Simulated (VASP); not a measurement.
# Si22SnO48 (a cell with a defect) in VASP: relaxation of the atoms with PBEsol

Aim: the relaxation of the atoms of Si22SnO48 (a cell with a defect) with PBEsol.

Everything below comes from runs of VASP 6.6.1. Logs are shortened: lines on timing, memory, paths and dates and some standing lists are left out, and cuts for length are marked.

**1. The cell of the first run**

The cell holds a defect, 71 atoms: a = 8.389 Å, b = 8.389 Å, c = 8.036 Å, α = 90.00°, β = 90.00°, γ = 90.00°.

**2. Relaxation of the atoms, PBEsol, collinear spin**

Contents of INCAR:

```
SYSTEM = Si22SnO48
  PREC = Accurate
  ENCUT = 520
  EDIFF = 1E-7
  ISMEAR = -1
  SIGMA = 0.05
  LREAL = Auto
  LASPH = .True.
  NELM = 200
  ALGO = Normal
  ISIF = 2
  LWAVE = .False.
  LCHARG = .False.
  ISPIN = 2
  MAGMOM = 0 0 0 0 0 0 0 0 0 0 0 0 0 0 0 0 0 0 0 0 0 0 0.308 0.308 0 0 0 0 0 0 0 0 0 0.308 0 0 0.308 0 0 0 0 0 0 0 0.308 0 0 0 0 0 0.308 0 0.308 0.308 0.308 0 0 0 0 0 0 0 0.308 0.308 0 0.308 0 0.308 0 0 0
  LORBIT = 11
  GGA = PS
  IBRION = 2
  NSW = 100
  EDIFFG = -0.03
  ISYM = -1
  GGA_COMPAT = .False.
  NELMIN = 4
  KPAR = 1
```

Contents of KPOINTS:

```
explicit points
1
Reciprocal
  0.25000000   0.25000000   0.25000000 1
```

Contents of POSCAR:

```
Si22SnO48
1.0
    8.3886930000      0.0000000000      0.0000000000
    0.0000000000      8.3886930000      0.0000000000
    0.0000000000      0.0000000000      8.0356430000
Si Sn O
22 1 48
Direct
    0.9972760000      0.9977680000      0.3280010000
    0.0015270000      0.9978880000      0.6634790000
    0.9956770000      0.4971840000      0.9985670000
    0.0016730000      0.5010500000      0.3357510000
    0.0047200000      0.5008100000      0.6634960000
    0.5044240000      0.9983370000      0.9994130000
    0.4980690000      0.9979980000      0.3330500000
    0.4999810000      0.9986550000      0.6643200000
    0.5005860000      0.5036680000      0.0072960000
    0.4995850000      0.5009030000      0.6689720000
    0.2504680000      0.2536020000      0.1623430000
    0.2508060000      0.2477040000      0.4999670000
    0.2481180000      0.2523390000      0.8319000000
    0.2465440000      0.7493490000      0.1661470000
    0.2502600000      0.7489890000      0.4971740000
    0.2554540000      0.7494750000      0.8340730000
    0.7518510000      0.2517140000      0.1679050000
    0.7502120000      0.2507290000      0.4966550000
    0.7477700000      0.2474540000      0.8358910000
    0.7497100000      0.7513470000      0.1675170000
    0.7505890000      0.7523960000      0.4937550000
    0.7463320000      0.7506920000      0.8355860000
    0.4941390000      0.4983060000      0.3323210000
    0.1529900000      0.1582210000      0.0010410000
    0.1555830000      0.1530770000      0.3331230000
    0.1511750000      0.1546560000      0.6675280000
    0.1538390000      0.6514500000      0.0002420000
    0.1566620000      0.6537260000      0.3307600000
    0.1516450000      0.6513080000      0.6681670000
    0.6548480000      0.1508220000      0.0019490000
    0.6526180000      0.1551590000      0.3359680000
    0.6528270000      0.1546660000      0.6667650000
    0.6504280000      0.6529420000      0.9988190000
    0.6501470000      0.6520240000      0.3322340000
    0.6560420000      0.6475640000      0.6691810000
    0.3475670000      0.3472800000      0.9970330000
    0.3443160000      0.3477240000      0.3341010000
    0.3489920000      0.3450780000      0.6696300000
    0.3509110000      0.8487050000      0.0028750000
    0.3460150000      0.8511040000      0.3340850000
    0.3444990000      0.8474200000      0.6663220000
    0.8463030000      0.3516490000      0.9961220000
    0.8479210000      0.3484820000      0.3300570000
    0.8449950000      0.3543570000      0.6663490000
    0.8453010000      0.8508660000      0.0000760000
    0.8467920000      0.8474180000      0.3329610000
    0.8443190000      0.8499120000      0.6701070000
    0.0930700000      0.4023060000      0.1700150000
    0.0990090000      0.4022720000      0.4984880000
    0.0938190000      0.4007140000      0.8290990000
    0.0926360000      0.9001950000      0.1697270000
    0.0950300000      0.8995330000      0.4998370000
    0.0910610000      0.9001570000      0.8311080000
    0.5961690000      0.4036810000      0.1717830000
    0.5987500000      0.4059190000      0.5052340000
    0.5971640000      0.4035480000      0.8298270000
    0.5905630000      0.9034950000      0.1640280000
    0.5930460000      0.9052280000      0.5023620000
    0.5981180000      0.9006830000      0.8341800000
    0.4000870000      0.0960800000      0.1691850000
    0.4004250000      0.0998570000      0.4988660000
    0.4015130000      0.0995880000      0.8375120000
    0.4059100000      0.5974640000      0.1643180000
    0.4020490000      0.5939760000      0.4997900000
    0.4016460000      0.5986970000      0.8342750000
    0.9028820000      0.0958580000      0.1682880000
    0.9012910000      0.0986640000      0.4944760000
    0.9033480000      0.0942170000      0.8349850000
    0.9017240000      0.5949990000      0.1684570000
    0.9055910000      0.5948680000      0.4988220000
    0.9066000000      0.5969130000      0.8328120000
```

Potentials or basis: VASP PAW PBE potentials, release 64 (Si, Sn_d, O).

Started as:

```
cat potpaw_PBE.64/Si/POTCAR potpaw_PBE.64/Sn_d/POTCAR potpaw_PBE.64/O/POTCAR > POTCAR
mpirun -np 8 vasp_std > vasp.out
```

OUTCAR:

```text
SYSTEM = Si22SnO48
   PREC = Accurate
   ENCUT = 520
   EDIFF = 1E-7
   ISMEAR = -1
   LREAL = Auto
   LASPH = .True.
   NELM = 200
   ISIF = 2
   ISPIN = 2
   LORBIT = 11
   GGA = PS
   IBRION = 2
   NSW = 100
   EDIFFG = -0.03
   ISYM = -1
   NELMIN = 4

 ion  position               nearest neighbor table
   1  0.997  0.998  0.328-  51 1.71  66 1.72  67 1.78  46 1.78  52 1.81  25 1.86   2 2.70
   2  0.002  0.998  0.663-  52 1.74  53 1.75  68 1.80  67 1.81  47 1.81  26 1.82   1 2.70
   3  0.996  0.497  0.999-  71 1.74  42 1.75  69 1.78  50 1.79  48 1.79  27 1.85   5 2.69   4 2.71

   4  0.002  0.501  0.336-  70 1.73  48 1.75  49 1.75  69 1.77  43 1.82  28 1.83   5 2.63   3 2.71

   5  0.005  0.501  0.663-  50 1.74  70 1.75  49 1.75  29 1.76  71 1.78  44 1.82   4 2.63   3 2.69
[... 29 lines left out ...]
  20  0.750  0.751  0.168-  46 1.76  34 1.77  45 1.77  33 1.79  69 1.83  57 1.85  21 2.62  22 2.67
                            23 3.29
  21  0.751  0.752  0.494-  46 1.72  34 1.76  47 1.82  35 1.84  58 1.84  70 1.85  20 2.62  22 2.75
                            23 3.29
  22  0.746  0.751  0.836-  33 1.74  35 1.76  59 1.77  47 1.77  45 1.77  71 1.86  20 2.67  21 2.75

  23  0.494  0.498  0.332-  54 1.74  64 1.75  63 1.75  37 1.78  55 1.82  34 1.84   9 2.61  10 2.71
                            11 3.20  15 3.22  12 3.23  14 3.25  18 3.27  17 3.27  21 3.29  20 3.29
  24  0.153  0.158  0.001-  11 1.73  13 1.76
  25  0.156  0.153  0.333-  12 1.75  11 1.80   1 1.86
  26  0.151  0.155  0.668-  13 1.75  12 1.77   2 1.82
  27  0.154  0.651  0.000-  14 1.75  16 1.78   3 1.85
  28  0.157  0.654  0.331-  14 1.72  15 1.74   4 1.83
  29  0.152  0.651  0.668-   5 1.76  16 1.79  15 1.80
  30  0.655  0.151  0.002-  19 1.75  17 1.78   6 1.80
[... 27 lines left out ...]
  58  0.593  0.905  0.502-   8 1.71   7 1.76  21 1.84
  59  0.598  0.901  0.834-   6 1.75  22 1.77   8 1.79
  60  0.400  0.096  0.169-   7 1.76   6 1.82  11 1.82
  61  0.400  0.100  0.499-  12 1.76   7 1.78   8 1.78
  62  0.402  0.100  0.838-   6 1.78  13 1.82   8 1.83
  63  0.406  0.597  0.164-   9 1.69  23 1.75  14 1.85
  64  0.402  0.594  0.500-  23 1.75  10 1.77  15 1.82
  65  0.402  0.599  0.834-  16 1.76  10 1.76   9 1.80
  66  0.903  0.096  0.168-   1 1.72  17 1.82
  67  0.901  0.099  0.494-   1 1.78  18 1.80   2 1.81
  68  0.903  0.094  0.835-   2 1.80  19 1.83
  69  0.902  0.595  0.168-   4 1.77   3 1.78  20 1.83
  70  0.906  0.595  0.499-   4 1.73   5 1.75  21 1.85
  71  0.907  0.597  0.833-   3 1.74   5 1.78  22 1.86

IMPORTANT INFORMATION: All symmetrisations will be switched off!
NOSYMM: (Re-)initialisation of all symmetry stuff for point group C_1.

----------------------------------------------------------------------------------------

                                     Primitive cell

  volume of cell :     565.4696

  direct lattice vectors                    reciprocal lattice vectors
     8.388693000  0.000000000  0.000000000     0.119208082  0.000000000  0.000000000
     0.000000000  8.388693000  0.000000000     0.000000000  0.119208082  0.000000000
     0.000000000  0.000000000  8.035643000     0.000000000  0.000000000  0.124445548

  length of vectors
     8.388693000  8.388693000  8.035643000     0.119208082  0.119208082  0.124445548

  position of ions in fractional coordinates (direct lattice)
     0.997276000  0.997768000  0.328001000
     0.001527000  0.997888000  0.663479000
     0.995677000  0.497184000  0.998567000
     0.001673000  0.501050000  0.335751000
     0.004720000  0.500810000  0.663496000
     0.504424000  0.998337000  0.999413000
[... 63 lines left out ...]
     0.905591000  0.594868000  0.498822000
     0.906600000  0.596913000  0.832812000

  ion indices of the primitive-cell ions
   primitive index   ion index
                 1           1
                 2           2
                 3           3
                 4           4
                 5           5
                 6           6
[... 63 lines left out ...]
                70          70
                71          71

----------------------------------------------------------------------------------------
[... 53 lines left out ...]
   GGA     = PS    functional components
   LHFCALC =     F    Hartree Fock is set to
   AEXX    =    0.0000 exact exchange contribution
   IVDW    =     0    specifies the selected vdW correction
   LEPSILON=     F    determine dielectric tensor
   LRPA    =     F    only Hartree local field effects (RPA)
 conjugate gradient relaxation of ions
 spin polarized calculation
  energy-cutoff  :      520.00
  volume of cell :      565.47
 maximum number of plane-waves:     15222
 NGX is ok and might be reduce to    64
   NGX = 31   NGY = 31   NGZ = 29

--------------------------------------- Ionic step        1  -------------------------------------------

 number of electron     389.9999983 magnetization       0.0774533

 number of electron     389.9999983 magnetization      -0.1159711

 Free energy of the ion-electron system (eV)
  ---------------------------------------------------
  ext. energy  EPLUGINS =         0.00000000
  ---------------------------------------------------
  free energy    TOTEN  =      -553.74333992 eV

  energy without entropy =     -553.63848319  energy(sigma->0) =     -553.69091156

------------------------ aborting loop because EDIFF is reached ----------------------------------------

  FORCE on cell =-STRESS in cart. coord.  units (eV):
  Direction    XX          YY          ZZ          XY          YZ          ZX
  --------------------------------------------------------------------------------------
  -------------------------------------------------------------------------------------
  Total       37.9286702     35.2543752     51.0285767      6.6032517      1.8541387     -1.7744543
  in kB      107.4654750     99.8882419    144.5821909     18.7093715      5.2534375     -5.0276630
  external PRESSURE =     117.3119693 kB  Pullay stress =       0.0000000 kB
[... 298 lines left out ...]
  FREE ENERGIE OF THE ION-ELECTRON SYSTEM (eV)
  ---------------------------------------------------
  free  energy   TOTEN  =      -559.4442292183 eV

  energy  without entropy=     -559.3259857278  energy(sigma->0) =     -559.38510747

[... ionic steps 4 to 19 ...]

--------------------------------------- Ionic step       20  -------------------------------------------

 number of electron     389.9999932 magnetization       2.0683333

------------------------ aborting loop because EDIFF is reached ----------------------------------------
[... 205 lines left out ...]
--------------------------------------- Ionic step       22  -------------------------------------------

 number of electron     389.9999932 magnetization       2.0689759

 Free energy of the ion-electron system (eV)
  ---------------------------------------------------
  ext. energy  EPLUGINS =         0.00000000
  ---------------------------------------------------
  free energy    TOTEN  =      -560.86369867 eV

  energy without entropy =     -560.74399834  energy(sigma->0) =     -560.80384851

 E-fermi :   7.3548     XC(G=0): -12.4289

 val. band max:        7.3521012971   @ k =   0.2500   0.2500   0.2500
 cond. band min:       7.3680303049   @ k =   0.2500   0.2500   0.2500
 fundamental gap:      0.0159290077
 Fermi energy:         7.3547750035

 spin component 1

 k-point     1 :       0.2500    0.2500    0.2500
  band No.  band energies     occupation
      1     -14.5060      1.00000
      2     -14.1700      1.00000
      3     -14.0437      1.00000
      4     -13.8990      1.00000
      5     -13.8481      1.00000
      6     -13.7165      1.00000
[... 199 lines left out ...]
    206      15.6386      0.00000
    207      15.7041      0.00000
 Fermi energy:         7.3547750035

 spin component 2

 k-point     1 :       0.2500    0.2500    0.2500
  band No.  band energies     occupation
      1     -14.4841      1.00000
      2     -14.1671      1.00000
      3     -14.0258      1.00000
      4     -13.8850      1.00000
      5     -13.8303      1.00000
      6     -13.6956      1.00000
[... 199 lines left out ...]
    206      15.6514      0.00000
    207      15.7174      0.00000
 [bands above 207 left out]

------------------------ aborting loop because EDIFF is reached ----------------------------------------

  FORCE on cell =-STRESS in cart. coord.  units (eV):
  Direction    XX          YY          ZZ          XY          YZ          ZX
  --------------------------------------------------------------------------------------
  -------------------------------------------------------------------------------------
  Total       25.2678004     24.9679696     35.7442076      6.0499566      0.7834548      0.7948344
  in kB       71.5927070     70.7431792    101.2761119     17.1416887      2.2198073      2.2520498
  external PRESSURE =      81.2039994 kB  Pullay stress =       0.0000000 kB
[... 86 lines left out ...]
  FREE ENERGIE OF THE ION-ELECTRON SYSTEM (eV)
  ---------------------------------------------------
  free  energy   TOTEN  =      -560.8636986712 eV

  energy  without entropy=     -560.7439983403  energy(sigma->0) =     -560.80384851

 reached required accuracy - stopping structural energy minimisation

 total charge

# of ion       s       p       d       tot
------------------------------------------
    1        0.595   0.912   0.000   1.508
    2        0.593   0.895   0.000   1.488
    3        0.591   0.881   0.000   1.472
    4        0.590   0.872   0.000   1.462
    5        0.592   0.885   0.000   1.476
    6        0.591   0.881   0.000   1.472
[... 63 lines left out ...]
   70        1.547   3.655   0.000   5.202
   71        1.548   3.655   0.000   5.203
--------------------------------------------------
tot         88.436 195.701  10.590 294.727

 magnetization (x)

# of ion       s       p       d       tot
------------------------------------------
    1       -0.002  -0.002   0.000  -0.004
    2       -0.003  -0.003   0.000  -0.006
    3       -0.000  -0.000   0.000  -0.000
    4       -0.000  -0.000   0.000  -0.000
    5       -0.000  -0.000   0.000  -0.001
    6       -0.000  -0.000   0.000  -0.000
[... 63 lines left out ...]
   70        0.000   0.004   0.000   0.004
   71        0.000   0.006   0.000   0.006
--------------------------------------------------
tot          0.029   1.728   0.001   1.758
```

Wall time 53 min (8 MPI ranks of Intel Xeon Platinum 8488C (Sapphire Rapids), shared host); peak memory 0.26 GiB.

What came out:

- Free energy: -560.8637 eV
- Energy gained by relaxing: 100.3 meV/atom
- Ionic steps: 22
- Pressure after relaxing: 8.1 GPa
- Largest force after relaxing: 0.023 eV/Å
- Net moment: 2.07 μB per cell
- Site moments: Si -0.00, -0.01, +0.00 (each value once); Sn +0.00; O +0.16, +0.01, +0.05, -0.00, +0.00, -0.01, +0.03, +0.17, +0.21, +0.30 (each value once) μB
- Valence electrons inside the program's atomic spheres: Si 1.51, 1.49, 1.47, 1.46, 1.48, 1.52, 1.50 (each value once); Sn 12.86; O 5.12, 5.21, 5.18, 5.20, 5.24, 5.19, 5.13, 5.10, 5.22 (each value once)

Forces in eV/Å, atoms in the order of the input:
```
Si   0.000  0.000 -0.023
Si  -0.002  0.005  0.012
Si   0.002 -0.002 -0.010
Si  -0.002 -0.003  0.002
Si   0.001  0.001  0.003
Si  -0.003  0.002 -0.009
Si  -0.001  0.003  0.002
Si   0.000  0.001  0.002
Si  -0.003 -0.005 -0.016
Si   0.001 -0.006  0.012
Si  -0.010 -0.011  0.006
Si  -0.004 -0.003  0.004
Si   0.000  0.000  0.000
Si  -0.003  0.002 -0.002
Si  -0.003  0.001  0.002
Si   0.000 -0.004 -0.003
Si  -0.003 -0.001 -0.005
Si   0.002 -0.006  0.000
Si  -0.011  0.006 -0.002
Si   0.009  0.011  0.009
Si   0.008  0.009  0.007
Si  -0.001  0.002 -0.003
Sn   0.003 -0.002  0.014
O   -0.003  0.000  0.006
O   -0.002  0.002  0.001
O   -0.007 -0.006 -0.002
O   -0.004 -0.004  0.006
O   -0.008  0.009 -0.005
O   -0.005  0.001 -0.002
O   -0.011 -0.001  0.007
O    0.005 -0.005 -0.001
O   -0.007 -0.002 -0.001
O    0.001  0.004 -0.006
O   -0.005 -0.001 -0.002
O    0.001  0.003 -0.003
O   -0.008 -0.008 -0.009
O    0.009  0.005 -0.004
O   -0.001 -0.007  0.000
O    0.009 -0.007  0.006
O   -0.004  0.000 -0.002
O    0.003 -0.001  0.000
O    0.003  0.008  0.002
O    0.007 -0.007 -0.004
O    0.008  0.004 -0.003
O    0.004 -0.001  0.006
O    0.004 -0.001 -0.004
O    0.010  0.007 -0.002
O   -0.002  0.008  0.001
O   -0.002  0.000 -0.002
O    0.001  0.004  0.000
O    0.009  0.009  0.003
O   -0.004  0.007  0.003
O    0.009  0.012 -0.001
O    0.008 -0.008  0.008
O    0.000  0.003 -0.011
O   -0.007  0.007  0.001
O    0.006 -0.001  0.004
O    0.008  0.003 -0.003
O    0.001  0.005  0.001
O    0.001 -0.001  0.001
O   -0.006 -0.001  0.000
O   -0.002 -0.009  0.003
O   -0.012  0.004  0.004
O   -0.008  0.000 -0.010
O    0.008 -0.010  0.006
O    0.005 -0.005  0.010
O    0.010 -0.012  0.000
O    0.003 -0.008 -0.006
O   -0.001 -0.004  0.003
O    0.000  0.002 -0.003
O   -0.003 -0.003  0.001
```

The path:
```
step  energy change (eV)  largest force (eV/Å)  pressure (GPa)
   1              0.0000               11.5310           11.73
   2              5.3077               13.0516           15.06
   3             -5.7009                3.1458            8.12
   4             -6.0760                3.9858            8.82
   5             -6.7378                1.3025            7.93
   6             -6.9611                1.0436            8.17
   7             -6.9975                0.5455            8.04
   8             -7.0721                0.3534            8.07
   9             -7.0731                0.3316            8.06
  10             -7.1009                0.2387            8.06
  11             -7.1011                0.2777            8.06
  12             -7.1117                0.1935            8.07
  13             -7.1117                0.1862            8.07
  14             -7.1169                0.1070            8.10
  15             -7.1169                0.1047            8.10
  16             -7.1188                0.0470            8.12
  17             -7.1188                0.0517            8.12
  18             -7.1196                0.0406            8.12
  19             -7.1196                0.0469            8.12
  20             -7.1201                0.0305            8.12
  21             -7.1201                0.0389            8.12
  22             -7.1204                0.0227            8.12
```

Final structure:
```
CELL_PARAMETERS angstrom
8.38869 0.00000 0.00000
0.00000 8.38869 0.00000
0.00000 0.00000 8.03564
ATOMIC_POSITIONS crystal
Si 0.99931 0.00003 0.32388
Si 0.99957 0.00024 0.67403
Si 0.99966 0.50037 0.99951
Si 0.99953 0.50009 0.33328
Si 0.99940 0.50012 0.66730
Si 0.49972 0.00037 0.99948
Si 0.49940 0.00015 0.33324
Si 0.49948 0.00010 0.66729
Si 0.49959 0.50028 0.99348
Si 0.49950 0.50018 0.67371
Si 0.24261 0.24330 0.16153
Si 0.24414 0.24476 0.50128
Si 0.24885 0.24956 0.83603
Si 0.24420 0.75519 0.16393
Si 0.24490 0.75501 0.50240
Si 0.24586 0.75427 0.83440
Si 0.75451 0.24499 0.16398
Si 0.75427 0.24561 0.50241
Si 0.75366 0.24651 0.83442
Si 0.75617 0.75681 0.16206
Si 0.75468 0.75536 0.50166
Si 0.75043 0.75105 0.83637
Sn 0.49923 0.50006 0.33284
O 0.15519 0.15564 0.99606
O 0.14758 0.14801 0.33251
O 0.15181 0.15222 0.66811
O 0.14822 0.65509 0.99763
O 0.15711 0.64757 0.33525
O 0.14934 0.65339 0.66820
O 0.65466 0.14873 0.99763
O 0.64711 0.15756 0.33519
O 0.65293 0.14982 0.66822
O 0.65007 0.65054 0.99990
O 0.66575 0.66623 0.33260
O 0.65423 0.65472 0.66700
O 0.34910 0.34997 0.99992
O 0.33295 0.33380 0.33227
O 0.34481 0.34568 0.66685
O 0.34430 0.85197 0.99774
O 0.35159 0.84297 0.33502
O 0.34653 0.85064 0.66790
O 0.85101 0.34526 0.99781
O 0.84206 0.35253 0.33509
O 0.84969 0.34741 0.66791
O 0.84376 0.84471 0.99710
O 0.85111 0.85205 0.33312
O 0.84722 0.84813 0.66843
O 0.09514 0.40250 0.16594
O 0.09468 0.40135 0.50075
O 0.09834 0.40498 0.83303
O 0.10205 0.89599 0.17935
O 0.09600 0.90341 0.50043
O 0.10132 0.89778 0.82041
O 0.60527 0.39475 0.14494
O 0.60373 0.39523 0.52261
O 0.59807 0.40170 0.83282
O 0.59697 0.90438 0.16610
O 0.59820 0.90488 0.50074
O 0.59450 0.90123 0.83319
O 0.40202 0.09600 0.16592
O 0.40089 0.09552 0.50070
O 0.40455 0.09928 0.83302
O 0.39424 0.60625 0.14490
O 0.39480 0.60471 0.52267
O 0.40115 0.59891 0.83280
O 0.89569 0.10321 0.17932
O 0.90286 0.09691 0.50044
O 0.89768 0.10253 0.82046
O 0.90389 0.59786 0.16614
O 0.90440 0.59907 0.50076
O 0.90076 0.59537 0.83319
```

Caveat: the PAW data sets were made with another functional, which shifts forces and pressure a little; spin-orbit coupling is left out, which moves the levels of the heavy elements.
